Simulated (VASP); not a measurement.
**CoO: single point with revPBE+D3(BJ)+U**

The system is CoO.

```
Co O
1.0
    -1.52561    1.52582    2.15644
     1.49557   -1.52582    2.13497
     1.52561    1.52582   -2.15644
Co O
1 1
Cartesian
  0.0000 0.0000 0.0000
  -0.0150 0.0000 2.1457
```

```yaml
Program: VASP 6.6.1
Task: single point
Functional: revPBE
Dispersion: D3(BJ)
Potentials_or_basis: VASP PAW PBE potentials, release 64 (Co, O)
Cutoff: 520 eV
k_mesh: 10 × 10 × 10
Occupations: gaussian, width 0.05 eV
Spin: collinear spin, ferromagnetic start
Starting_moments: "[2.88, 0.24] μB"
Hubbard_terms: Co d U = 3.3 eV
```

| Property | Result |
| --- | --- |
| Pressure | -7.8 GPa |
| Band gap on the k mesh | zero (filled and empty bands overlap) |
| Net moment | 3.00 μB per cell |
| Site moments | Co +2.73; O +0.25 μB |
| Valence electrons inside the program's atomic spheres | Co 7.76; O 5.00 |
| Dispersion energy per atom | -0.494 eV |

Stress tensor (GPa, compression positive):
```
-8.08  0.00 -0.36
 0.00 -7.60  0.00
-0.36  0.00 -7.78
```

Levels at points of the mesh, in eV from the Fermi level:
Spin up:
| k point | band 6 | band 7 | band 8 | band 9 | band 10 | band 11 | band 12 | band 13 |
| --- | --- | --- | --- | --- | --- | --- | --- | --- |
| (0.00, 0.00, 0.00) | -4.00 | -2.69 | -2.69 | -2.57 | 1.14 | 17.05 | 17.07 | 17.07 |
| (0.50, 0.00, 0.00) | -3.59 | -3.07 | -0.55 | -0.50 | 5.30 | 9.34 | 13.46 | 13.72 |
| (0.00, 0.50, 0.00) | -4.13 | -2.56 | -0.53 | -0.52 | 5.22 | 9.56 | 13.25 | 13.26 |
| (0.50, 0.50, 0.00) | -3.92 | -3.87 | -3.79 | -3.33 | 5.90 | 10.03 | 11.02 | 15.65 |
| (0.50, 0.00, 0.50) | -3.59 | -3.07 | -0.55 | -0.50 | 5.30 | 9.34 | 13.45 | 13.73 |
| (0.50, 0.50, 0.50) | -3.92 | -3.87 | -3.79 | -3.33 | 5.90 | 10.04 | 11.01 | 15.64 |
Spin down:
```tsv
k point	band 4	band 5	band 6	band 7	band 8	band 9
(0.00, 0.00, 0.00)	-2.21	-2.11	-0.87	-0.87	1.57	1.57
(0.50, 0.00, 0.00)	-3.80	-1.48	-0.03	0.50	3.76	3.87
(0.00, 0.50, 0.00)	-4.09	-1.14	0.40	0.40	3.77	3.77
(0.50, 0.50, 0.00)	-3.35	-2.76	-0.56	0.23	2.14	2.35
(0.50, 0.00, 0.50)	-3.80	-1.48	-0.03	0.50	3.76	3.87
(0.50, 0.50, 0.50)	-3.36	-2.77	-0.55	0.23	2.14	2.35
```

Eigenvalues of the final occupation matrices:
```tsv
site	spin	trace	eigenvalues
site 1 d	1	4.92	0.97 0.97 0.97 1.01 1.01
site 1 d	2	2.22	0.12 0.12 0.51 0.51 0.96
```

It took 9.9 min on 1 thread of Intel Xeon 8259CL, on a shared host, peak memory 0.29 GiB.

Caveat: the cell stands under tension; the PAW data sets were made with another functional, which shifts forces and pressure a little; a cell with one magnetic atom can't hold antiferromagnetic order, which such compounds often take. The state reached can hang on the start; a lower one may exist.
